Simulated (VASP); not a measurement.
# Pd (I4/mmm) in VASP: a series of runs

Runs on Pd. Level: PBE. Tasks: single point.

Everything below comes from runs of VASP 6.6.1. Logs are shortened: lines on timing, memory, paths and dates and some standing lists are left out, and cuts for length are marked.

## 1. The cell of the first run

Symmetry: I4/mmm, No. 139, tetragonal system. The conventional cell has a = 2.861 Å, b = 2.861 Å, c = 3.734 Å, α = 90.00°, β = 90.00°, γ = 90.00°. Pd (site symmetry 4/mmm) has 14 Pd at 2.75 to 3.73 Å within 3.8 Å.

## 2. Single point, PBE (strain +0.040 along x and y, -0.040 along z)

INCAR reads:

```
SYSTEM = Pd
ALGO = Fast
EDIFF = 1E-6
ENCUT = 520
GGA = PE
ISIF = 2
ISMEAR = 0
LASPH = .TRUE.
LCHARG = .FALSE.
LREAL = .FALSE.
LWAVE = .FALSE.
NBANDS = 11
NELM = 100
PREC = Accurate
SIGMA = 0.15
```

KPOINTS reads:

```
k-points
0
G
  20 20 20
  0 0 0
```

POSCAR reads:

```
Pd
1.0
    0.0000000000      2.0226960000      1.8671040000
    2.0226960000      0.0000000000      1.8671040000
    2.0226960000      2.0226960000      0.0000000000
Pd
1
Direct
    0.0000000000      0.0000000000      0.0000000000
```

Potentials or basis: VASP PAW PBE potentials, release 64 (Pd).

The run is started by

```console
cat potpaw_PBE.64/Pd/POTCAR > POTCAR
mpirun -np 1 vasp_std > vasp.out
```

OUTCAR:

```text
SYSTEM = Pd
   EDIFF = 1E-6
   ENCUT = 520
   GGA = PE
   ISIF = 2
   ISMEAR = 0
   LASPH = .TRUE.
   LREAL = .FALSE.
   NELM = 100
   PREC = Accurate

 ion  position               nearest neighbor table
   1  0.000  0.000  0.000-

  LATTYP: Found a body centered tetragonal cell.
 ALAT       =     2.8605241158
 C/A-ratio  =     1.3054279037

  Lattice vectors:

 A1 = (   0.0000000000,  -2.0226960000,  -1.8671040000)
 A2 = (   0.0000000000,   2.0226960000,  -1.8671040000)
 A3 = (   2.0226960000,   0.0000000000,   1.8671040000)

Analysis of symmetry for initial positions (statically):
=====================================================================
 Subroutine PRICEL returns:
 Original cell was already a primitive cell.

 Routine SETGRP: Setting up the symmetry group for a
 body centered tetragonal supercell.

 Subroutine GETGRP returns: Found 16 space group operations
 (whereof 16 operations were pure point group operations)
 out of a pool of 16 trial point group operations.

The static configuration has the point symmetry D_4h.

Analysis of symmetry for dynamics (positions and initial velocities):
=====================================================================
 Subroutine PRICEL returns:
 Original cell was already a primitive cell.

 Routine SETGRP: Setting up the symmetry group for a
 body centered tetragonal supercell.

 Subroutine GETGRP returns: Found 16 space group operations
 (whereof 16 operations were pure point group operations)
 out of a pool of 16 trial point group operations.

The dynamic configuration has the point symmetry D_4h.

 Subroutine INISYM returns: Found 16 space group operations
 (whereof 16 operations are pure point group operations),
 and found     1 'primitive' translations

----------------------------------------------------------------------------------------

                                     Primitive cell

  volume of cell :      15.2778

  direct lattice vectors                    reciprocal lattice vectors
     0.000000000  2.022696000  1.867104000    -0.247194833  0.247194833  0.267794402
     2.022696000  0.000000000  1.867104000     0.247194833 -0.247194833  0.267794402
     2.022696000  2.022696000  0.000000000     0.247194833  0.247194833 -0.267794402

  length of vectors
     2.752703481  2.752703481  2.860524116     0.440368497  0.440368497  0.440368497

  position of ions in fractional coordinates (direct lattice)
     0.000000000  0.000000000  0.000000000

  ion indices of the primitive-cell ions
   primitive index   ion index
                 1           1

----------------------------------------------------------------------------------------

 KPOINTS: k-points

Automatic generation of k-mesh.
 Grid dimensions read from file:
 generate k-points for:   20   20   20

 Generating k-lattice:

  Cartesian coordinates                     Fractional coordinates (reciprocal lattice)
    -0.012359742  0.012359742  0.013389720     0.050000000  0.000000000  0.000000000
     0.012359742 -0.012359742  0.013389720     0.000000000  0.050000000  0.000000000
     0.012359742  0.012359742 -0.013389720     0.000000000  0.000000000  0.050000000

  Length of vectors
     0.022018425  0.022018425  0.022018425

  Shift w.r.t. Gamma in fractional coordinates (k-lattice)
     0.000000000  0.000000000  0.000000000

 Subroutine IBZKPT returns following result:
 ===========================================

 Found    641 irreducible k-points:

 Following reciprocal coordinates:
            Coordinates               Weight
  0.000000  0.000000  0.000000      1.000000
  0.050000  0.000000  0.000000      8.000000
  0.100000  0.000000  0.000000      8.000000
  0.150000 -0.000000  0.000000      8.000000
  0.200000  0.000000  0.000000      8.000000
  0.250000  0.000000  0.000000      8.000000
[... 16 lines left out ...]
 -0.400000  0.050000  0.000000      8.000000
 -0.350000  0.050000  0.000000      8.000000
 [... further k-points ...]
   k-points           NKPTS =    641   k-points in BZ     NKDIM =    641   number of bands    NBANDS=     11
   number of dos      NEDOS =    301   number of ions     NIONS =      1
   total plane-waves  NPLWV =   9600
   dimension x,y,z NGX =    20 NGY =   20 NGZ =   24
   dimension x,y,z NGXF=    40 NGYF=   40 NGZF=   48
   ions per type =               1
   NGX,Y,Z   is equivalent  to a cutoff of  12.08, 12.08, 13.95 a.u.
   NGXF,Y,Z  is equivalent  to a cutoff of  24.16, 24.16, 27.90 a.u.
 SYSTEM =  Pd
   PREC   = accura    normal or accurate (medium, high low for compatibility)
   ISTART =      0    job   : 0-new  1-cont  2-samecut
   ICHARG =      2    charge: 1-file 2-atom 10-const
   ISPIN  =      1    spin polarized calculation?
   LNONCOLLINEAR =      F non collinear calculations
   LSORBIT =      F    spin-orbit coupling
   LASPH  =      T    aspherical Exc in radial PAW
   ENCUT  =  520.0 eV  38.22 Ry    6.18 a.u.   5.12  5.12  5.32*2*pi/ulx,y,z
   NELM   =    100;   NELMIN=  2; NELMDL= -5     # of ELM steps
   EDIFF  = 0.1E-05   stopping-criterion for ELM
   LREAL  =      F    real-space projection
   EDIFFG = 0.1E-04   stopping-criterion for IOM
   NSW    =      0    number of steps for IOM
   IBRION =     -1    ionic relax: 0-MD 1-quasi-New 2-CG
   NFREE  =      0    steps in history (QN), initial steepest desc. (CG)
   ISIF   =      2    stress and relaxation
   ISYM   =      2    0-nonsym 1-usesym 2-fastsym
   POTIM  = 0.5000    time-step for ionic-motion
   TEBEG  =    0.0;   TEEND  =   0.0 temperature during run
   PSTRESS=    0.0 pullay stress
   NELECT =      10.0000    total number of electrons
   NUPDOWN=      -1.0000    fix difference up-down
   EMIN   =  10.00;   EMAX   =-10.00  energy-range for DOS
   EFERMI =   0.00;   METHOD = LEGACY
   ISMEAR =     0;   SIGMA  =   0.15  broadening in eV -4-tet -1-fermi 0-gaus
   EFERMI_NEDOS =   21; number of points for ismear=-14 and -15
   IALGO  =     68    algorithm
   IMIX   =      4    mixing-type and parameters
     AMIX     =   0.40;   BMIX     =  1.00
     AMIX_MAG =   1.60;   BMIX_MAG =  1.00
  volume/ion in A,a.u.               =      15.28       103.10
  Fermi-wavevector in a.u.,A,eV,Ry     =   1.421417  2.686089 27.489579  2.020427
  Thomas-Fermi vector in A             =   2.542229
   LORBIT       =      0    0 simple, 1 ext, 2 COOP (PROOUT), +10 PAW based schemes
   GGA     = PE    functional components
   LHFCALC =     F    Hartree Fock is set to
   AEXX    =    0.0000 exact exchange contribution
   IVDW    =     0    specifies the selected vdW correction
   LEPSILON=     F    determine dielectric tensor
   LRPA    =     F    only Hartree local field effects (RPA)
 non-spin polarized calculation
 RMM-DIIS sequential band-by-band and
 Gauss-broadening in eV      SIGMA  =   0.15
  energy-cutoff  :      520.00
  volume of cell :       15.28
 maximum number of plane-waves:       427
   NGX = 11   NGY = 11   NGZ = 11

 number of electron      10.0000000 magnetization

 number of electron       9.9999998 magnetization

 Free energy of the ion-electron system (eV)
  ---------------------------------------------------
  ext. energy  EPLUGINS =         0.00000000
  ---------------------------------------------------
  free energy    TOTEN  =        -5.22225286 eV

  energy without entropy =       -5.19588661  energy(sigma->0) =       -5.20906973

 E-fermi :   9.1893     XC(G=0): -12.9660

 val. band max:        9.1875496253   @ k =  -0.3500   0.1500   0.4500
 cond. band min:       9.1910073548   @ k =  -0.1500   0.0500   0.2000
 fundamental gap:      0.0034577295
 Fermi energy:         9.1892595656

 k-point     1 :       0.0000    0.0000    0.0000
  band No.  band energies     occupation
      1       2.3318      2.00000
      2       6.3200      2.00000
      3       6.3200      2.00000
      4       6.9867      2.00000
      5       7.6621      2.00000
      6       8.3419      2.00000
      7      26.4807      0.00000
      8      30.3528      0.00000
      9      30.3528      0.00000
     10      32.2201      0.00000
     11      36.0524      0.00000

 k-point     2 :       0.0500    0.0000    0.0000
  band No.  band energies     occupation
      1       2.4206      2.00000
      2       6.3160      2.00000
      3       6.3499      2.00000
      4       6.9883      2.00000
      5       7.6557      2.00000
      6       8.3212      2.00000
      7      26.5656      0.00000
      8      30.0034      0.00000
      9      30.4510      0.00000
     10      31.9963      0.00000
     11      36.5345      0.00000

 k-point     3 :       0.1000    0.0000    0.0000
  band No.  band energies     occupation
      1       2.6792      2.00000
      2       6.2965      2.00000
      3       6.4266      2.00000
      4       7.0064      2.00000
      5       7.6505      2.00000
      6       8.2680      2.00000
      7      26.7546      0.00000
      8      28.9295      0.00000
      9      30.7337      0.00000
     10      31.9682      0.00000
     11      36.2016      0.00000

 k-point     4 :       0.1500   -0.0000    0.0000
  band No.  band energies     occupation
      1       3.0806      2.00000
      2       6.2644      2.00000
      3       6.5080      2.00000
      4       7.0543      2.00000
      5       7.6896      2.00000
      6       8.2102      2.00000
      7      26.6071      0.00000
      8      27.8025      0.00000
      9      31.1623      0.00000
     10      32.2518      0.00000
     11      35.1171      0.00000
[... 239 lines left out ...]
 k-point    22 :      -0.4500    0.0500    0.0000
  band No.  band energies     occupation
      1       4.2451      2.00000
      2       6.2043      2.00000
      3       6.7724      2.00000
      4       8.6337      2.00000
      5       9.2439      0.60658
      6      10.5357      0.00000
      7      16.5961      0.00000
      8      25.7006      0.00000
      9      29.1759      0.00000
     10      30.4412      0.00000
     11      35.3066      0.00000

 k-point    23 :      -0.4000    0.0500    0.0000
  band No.  band energies     occupation
      1       4.2837      2.00000
      2       6.2484      2.00000
      3       6.8134      2.00000
      4       8.4315      2.00000
      5       9.0192      1.89105
      6       9.8166      0.00000
      7      17.7776      0.00000
      8      25.9333      0.00000
      9      29.8459      0.00000
     10      30.4304      0.00000
     11      35.0764      0.00000

 k-point    24 :      -0.3500    0.0500    0.0000
  band No.  band energies     occupation
      1       4.3260      2.00000
      2       6.3268      2.00000
      3       6.8886      2.00000
      4       7.8714      2.00000
      5       8.6995      2.00000
      6       9.1951      0.95590
      7      19.3987      0.00000
      8      26.3248      0.00000
      9      30.6070      0.00000
     10      30.8422      0.00000
     11      34.6523      0.00000

 [... further k-points ...]

------------------------ aborting loop because EDIFF is reached ----------------------------------------

  FORCE on cell =-STRESS in cart. coord.  units (eV):
  Direction    XX          YY          ZZ          XY          YZ          ZX
  --------------------------------------------------------------------------------------
  -------------------------------------------------------------------------------------
  Total       -0.0261032     -0.0261032      0.2101459      0.0000000     -0.0000000     -0.0000000
  in kB       -2.7374365     -2.7374365     22.0379843      0.0000000     -0.0000000     -0.0000000
  external PRESSURE =       5.5210371 kB  Pullay stress =       0.0000000 kB

 VOLUME and BASIS-vectors are now :
 -----------------------------------------------------------------------------
  energy-cutoff  :      520.00
  volume of cell :       15.28
      direct lattice vectors                 reciprocal lattice vectors
     0.000000000  2.022696000  1.867104000    -0.247194833  0.247194833  0.267794402
     2.022696000  0.000000000  1.867104000     0.247194833 -0.247194833  0.267794402
     2.022696000  2.022696000  0.000000000     0.247194833  0.247194833 -0.267794402

 POSITION                                       TOTAL-FORCE (eV/Angst)
 -----------------------------------------------------------------------------------
      0.00000      0.00000      0.00000         0.000000      0.000000      0.000000
 -----------------------------------------------------------------------------------
    total drift:                               -0.000000     -0.000000     -0.000000

  FREE ENERGIE OF THE ION-ELECTRON SYSTEM (eV)
  ---------------------------------------------------
  free  energy   TOTEN  =        -5.2222528585 eV

  energy  without entropy=       -5.1958866056  energy(sigma->0) =       -5.20906973
```

Wall time 60 s (1 thread of AMD EPYC 9R45 (Zen 5), shared host); peak memory 0.19 GiB.

Results:

```
Free energy            : -5.2223 eV
Pressure               : 0.6 GPa
Band gap on the k mesh : zero (bands 5 and 6 overlap by 1.71 eV)
```

Levels at points of the mesh, in eV from the Fermi level:
| k point | band 3 | band 4 | band 5 | band 6 | band 7 | band 8 |
| --- | --- | --- | --- | --- | --- | --- |
| (0.00, 0.00, 0.00) | -2.87 | -2.20 | -1.53 | -0.85 | 17.29 | 21.16 |
| (0.50, 0.00, 0.00) | -2.36 | -0.19 | 0.15 | 1.12 | 7.09 | 16.35 |
| (0.50, 0.50, 0.00) | -0.04 | 0.29 | 0.29 | 4.45 | 11.87 | 12.07 |
| (0.50, 0.00, 0.50) | -0.09 | 0.03 | 0.47 | 2.88 | 9.74 | 13.36 |

Caveat: the cell differs from its parent crystal (strain +0.040 along x and y, -0.040 along z).

[end of part 1 of 2]
